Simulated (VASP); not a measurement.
# SiW (WC type) (P-6m2) in VASP: notebook, part 3 of 3

VASP 6.6.1. The steps go on from the part before.

## (4) Relaxation of cell and atoms, PBE, target pressure 160 GPa, at which the enthalpy is minimised

The input, INCAR:

```
SYSTEM = SiW
PREC = Accurate
ENCUT = 600
EDIFF = 1E-7
ISMEAR = -1
SIGMA = 0.1
LREAL = .False.
LASPH = .True.
NELM = 100
ALGO = Normal
ISIF = 3
LWAVE = .False.
LCHARG = .False.
GGA = PE
IBRION = 2
NSW = 32
EDIFFG = -0.005
PSTRESS = 1600.0
```

The input, KPOINTS:

```
regular mesh
0
Gamma
  15 15 13
  0 0 0
```

The input, POSCAR:

```
SiW
1.0
    2.5815883325      0.0000000000      0.0000000000
   -1.2907941662      2.2357210781      0.0000000000
    0.0000000000      0.0000000000      3.6123457521
W Si
1 1
Direct
    0.0000000000      0.0000000000      0.0000000000
    0.3333333333      0.6666666667      0.5000000000
```

Potentials or basis: VASP PAW PBE potentials, release 64 (W_sv, Si).

On the command line:

```bash
$ cat potpaw_PBE.64/W_sv/POTCAR potpaw_PBE.64/Si/POTCAR > POTCAR
$ mpirun -np 1 vasp_std > vasp.out
```

OUTCAR:

```text
SYSTEM = SiW
   PREC = Accurate
   ENCUT = 600
   EDIFF = 1E-7
   ISMEAR = -1
   LREAL = .False.
   LASPH = .True.
   NELM = 100
   ISIF = 3
   GGA = PE
   IBRION = 2
   NSW = 32
   EDIFFG = -0.005
   PSTRESS = 1600.0

 ion  position               nearest neighbor table
   1  0.000  0.000  0.000-   2 2.34   2 2.34   2 2.34   2 2.34   2 2.34   2 2.34
   2  0.333  0.667  0.500-   1 2.34   1 2.34   1 2.34   1 2.34   1 2.34   1 2.34

  LATTYP: Found a hexagonal cell.
 ALAT       =     2.5815883325
 C/A-ratio  =     1.3992725744

  Lattice vectors:

 A1 = (   2.5815883325,   0.0000000000,   0.0000000000)
 A2 = (  -1.2907941662,   2.2357210781,   0.0000000000)
 A3 = (   0.0000000000,   0.0000000000,   3.6123457521)

Analysis of symmetry for initial positions (statically):
[... 301 lines left out ...]
 cond. band min:      16.5558224653   @ k =   0.1333   0.0667   0.1538
 fundamental gap:      0.0416187806
 Fermi energy:        16.5557333638

 k-point     1 :       0.0000    0.0000    0.0000
  band No.  band energies     occupation
      1     -56.9065      2.00000
      2     -21.7532      2.00000
      3     -20.2860      2.00000
      4     -20.2860      2.00000
      5       0.8866      2.00000
      6       9.3586      2.00000
      7      14.0853      2.00000
      8      14.9915      2.00000
      9      14.9915      2.00000
     10      19.3350      0.00000
     11      19.3350      0.00000
     12      24.7497      0.00000
     13      27.3625      0.00000
[... 354 lines left out ...]
  band No.  band energies     occupation
      1     -56.6239      2.00000
      2     -22.3594      2.00000
      3     -21.3725      2.00000
      4     -21.2861      2.00000
      5       7.7530      2.00000
      6       9.8389      2.00000
      7      10.1950      2.00000
      8      11.1380      2.00000
      9      13.7911      2.00000
     10      17.7551      0.00001
     11      19.6241      0.00000
     12      24.0774      0.00000
     13      24.7082      0.00000

 [... further k-points ...]
[... 5 lines left out ...]
  --------------------------------------------------------------------------------------
  -------------------------------------------------------------------------------------
  Total       20.8732403     20.8732403     20.8640212      0.0000000      0.0000000      0.0000000
  in kB     1600.1973524   1600.1973526   1599.4905940      0.0000001      0.0000000      0.0000000
  external PRESSURE =      -0.0382337 kB  Pullay stress =    1600.0000000 kB
[... 21 lines left out ...]
  energy  without entropy=      -15.1223804783  energy(sigma->0) =      -15.13867931

  enthalpy is  TOTEN    =         5.7156878157 eV   P V=       20.8706659540

 reached required accuracy - stopping structural energy minimisation
```

CONTCAR:

```text
SiW
   1.00000000000000
     2.5854135921083121    0.0000000000323705   -0.0000000000000000
    -1.2927067959760483    2.2390338501272717    0.0000000000000000
     0.0000000000000000    0.0000000000000000    3.6102412137894815
  W               Si
     1     1
Direct
     1.0000000000000000    1.0000000000000000    0.0000000000000000
     0.3333333332999970    0.6666666667000030    0.5000000000000000

  0.00000000E+00  0.00000000E+00  0.00000000E+00
  0.00000000E+00  0.00000000E+00  0.00000000E+00
```

It took 2.6 min on 1 thread of Intel Xeon Platinum 8259CL at 2.50GHz (Skylake/Cascade Lake), shared host; peak memory 0.21 GiB.

Results:

| Quantity | Value |
| --- | --- |
| Free energy | -15.1550 eV |
| Relaxed volume | 10.45 Å³/atom |
| Relaxed cell | a = 2.585 Å, b = 2.585 Å, c = 3.610 Å, α = 90.00°, β = 90.00°, γ = 120.00° |
| Space group after relaxing (to 0.05 Å) | P-6m2 (No. 187) |
| Energy change on relaxing (the enthalpy is what falls) | -25.0 meV/atom |
| Ionic steps | 4 |
| Pressure after relaxing | 160.0 GPa |
| Band gap on the k mesh | zero (band 9 reaches 17.88 eV, above the bottom of band 10 at 15.36 eV) |

Step by step:
| step | energy change (eV) | largest force (eV/Å) | pressure (GPa) | volume (Å³) |
| --- | --- | --- | --- | --- |
| 1 | 0.0000 | 0.0000 | 161.79 | 20.85 |
| 2 | -0.3430 | 0.0000 | 148.78 | 21.20 |
| 3 | -0.0488 | 0.0000 | 159.95 | 20.90 |
| 4 | -0.0499 | 0.0000 | 160.00 | 20.90 |

Final structure:
```xyz
2
Lattice="2.5854 0.0000 0.0000 -1.2927 2.2390 0.0000 0.0000 0.0000 3.6102" Properties=species:S:1:pos:R:3 pbc="T T T"
W     1.2927    2.2390    0.0000
Si    0.0000    1.4927    1.8051
```

Levels at points of the mesh, in eV from the Fermi level:
| k point | band 6 | band 7 | band 8 | band 9 | band 10 | band 11 | band 12 | band 13 |
| --- | --- | --- | --- | --- | --- | --- | --- | --- |
| (0.00, 0.00, 0.00) | -7.20 | -2.47 | -1.56 | -1.56 | 2.78 | 2.78 | 8.19 | 10.81 |

Caveat: the cell is relaxed towards a set pressure, so the enthalpy falls and the energy may rise; spin-orbit coupling is left out, which moves the levels of the heavy elements.

## (5) Relaxation of cell and atoms, PBE, target pressure 160 GPa, at which the enthalpy is minimised

This run uses another cell than the first one, of 10.75 Å³/atom, 1.031 times its volume.

The input, INCAR:

```
SYSTEM = SiW
PREC     = Accurate       ! precision mode
ENCUT    = 600            ! plane-wave cutoff, eV
EDIFF    = 1E-7           ! SCF threshold, eV
ISMEAR   = -1             ! smearing method
SIGMA    = 0.1            ! smearing width, eV
LREAL    = .FALSE.        ! projectors in reciprocal space
LASPH    = .TRUE.         ! aspherical terms in the spheres
NELM     = 60             ! most SCF steps
ALGO     = Normal         ! electronic algorithm
ISIF     = 3              ! what is computed and relaxed
LWAVE    = .FALSE.        ! write WAVECAR
LCHARG   = .FALSE.        ! write CHGCAR
GGA      = PE             ! functional
IBRION   = 2              ! ionic algorithm
NSW      = 60             ! ionic steps
EDIFFG   = -0.005         ! ionic threshold
PSTRESS  = 1600.0
```

The input, KPOINTS:

```
Automatic mesh
0
G
  15 15 13
  0 0 0
```

The input, POSCAR:

```
SiW
1.0
    2.9367403973      0.0000000000      0.0000000000
   -1.4683701986      2.5432917884      0.0000000000
    0.0000000000      0.0000000000      2.8780055893
W Si
1 1
Direct
    0.0000000000      0.0000000000      0.0000000000
    0.3333333333      0.6666666667      0.5000000000
```

On the command line:

```bash
$ cat potpaw_PBE.64/W_sv/POTCAR potpaw_PBE.64/Si/POTCAR > POTCAR
$ mpirun -np 1 vasp_std > vasp.out
```

Wall time 7 min (1 thread of Intel Xeon Platinum 8259CL at 2.50GHz (Skylake/Cascade Lake), shared host); peak memory 0.21 GiB.

It converged, with:

```
Free energy                                            : -15.1533 eV
Relaxed volume                                         : 10.45 Å³/atom
Relaxed cell                                           : a = 2.586 Å, b = 2.586 Å, c = 3.609 Å, α = 90.00°, β = 90.00°, γ = 120.00°
Space group after relaxing (to 0.05 Å)                 : P-6m2 (No. 187)
Energy change on relaxing (the enthalpy is what falls) : -188.4 meV/atom
Ionic steps                                            : 20
Pressure after relaxing                                : 160.0 GPa
Band gap on the k mesh                                 : zero (band 9 reaches 17.87 eV, above the bottom of band 10 at 15.37 eV)
```

Step by step:
| step | energy change (eV) | largest force (eV/Å) | pressure (GPa) | volume (Å³) |
| --- | --- | --- | --- | --- |
| 1 | 0.0000 | 0.0000 | 166.49 | 21.50 |
| 2 | -1.6321 | 0.0000 | 115.36 | 22.42 |
| 3 | -1.5404 | 0.0000 | 119.99 | 22.33 |
| 4 | 1.0326 | 0.0000 | 212.76 | 19.68 |
| 5 | -0.3029 | 0.0000 | 165.49 | 20.86 |
| 6 | -0.2691 | 0.0000 | 166.69 | 20.82 |
| 7 | -0.3232 | 0.0000 | 163.54 | 20.86 |
| 8 | -0.3630 | 0.0000 | 160.27 | 20.89 |
| 9 | -0.3591 | 0.0000 | 160.91 | 20.88 |
| 10 | -0.3616 | 0.0000 | 160.59 | 20.88 |
| 11 | -0.3621 | 0.0000 | 160.49 | 20.88 |
| 12 | -0.4014 | 0.0000 | 159.11 | 20.92 |
| 13 | -0.3790 | 0.0000 | 159.90 | 20.90 |
| 14 | -0.3793 | 0.0000 | 159.91 | 20.90 |
| 15 | -0.3904 | 0.0000 | 159.50 | 20.91 |
| 16 | -0.3800 | 0.0000 | 159.87 | 20.90 |
| 17 | -0.3796 | 0.0000 | 159.92 | 20.90 |
| 18 | -0.3796 | 0.0000 | 159.91 | 20.90 |
| 19 | -0.3733 | 0.0000 | 160.12 | 20.90 |
| 20 | -0.3768 | 0.0000 | 160.01 | 20.90 |

Final structure:
```cif
data_structure
_symmetry_space_group_name_H-M 'P 1'
_symmetry_Int_Tables_number 1
_cell_length_a 2.5859
_cell_length_b 2.5859
_cell_length_c 3.6089
_cell_angle_alpha 90.000
_cell_angle_beta 90.000
_cell_angle_gamma 120.000
_cell_volume 20.90
loop_
_atom_site_label
_atom_site_type_symbol
_atom_site_fract_x
_atom_site_fract_y
_atom_site_fract_z
_atom_site_occupancy
W1 W 0.00000 0.00000 0.00000 1
Si1 Si 0.33333 0.66667 0.50000 1
```

Levels at points of the mesh, in eV from the Fermi level:
| k point | band 5 | band 6 | band 7 | band 8 | band 9 | band 10 | band 11 | band 12 | band 13 |
| --- | --- | --- | --- | --- | --- | --- | --- | --- | --- |
| (0.00, 0.00, 0.00) | -15.67 | -7.19 | -2.46 | -1.57 | -1.57 | 2.78 | 2.78 | 8.20 | 10.80 |

Caveat: the cell is relaxed towards a set pressure, so the enthalpy falls and the energy may rise; spin-orbit coupling is left out, which moves the levels of the heavy elements.

## (6) Summary

| task | cell | cutoff (eV) | gap on the mesh (eV) | pressure (GPa) |
| --- | --- | --- | --- | --- |
| single point | a = 2.582, b = 2.582, c = 3.612 Å, angles 90.0, 90.0, 120.0°, 2 atoms | 520 | none | 161.7 |
| single point | a = 2.581, b = 2.581, c = 3.609 Å, angles 90.0, 90.0, 120.0°, 2 atoms | 520 | none | 162.7 |
| relaxation of cell and atoms | relaxed to 160 GPa from a = 2.582, b = 2.582, c = 3.612 Å, angles 90.0, 90.0, 120.0°, 2 atoms | 600 | none | 160.0 |
| relaxation of cell and atoms | relaxed to 160 GPa from a = 2.937, b = 2.937, c = 2.878 Å, angles 90.0, 90.0, 120.0°, 2 atoms | 600 | none | 160.0 |

Alike in all rows: level PBE; potentials or basis VASP PAW PBE potentials, release 64 (W_sv, Si); no spin polarisation; k mesh 15 × 15 × 13; smearing fermi-dirac 0.1 eV.

Caveats: spin-orbit coupling is left out, which moves the levels of the heavy elements; the cell is relaxed towards a set pressure, so the enthalpy falls and the energy may rise (some runs).

Total energies depend on the potentials used, so only differences within one code and one set of settings carry meaning.
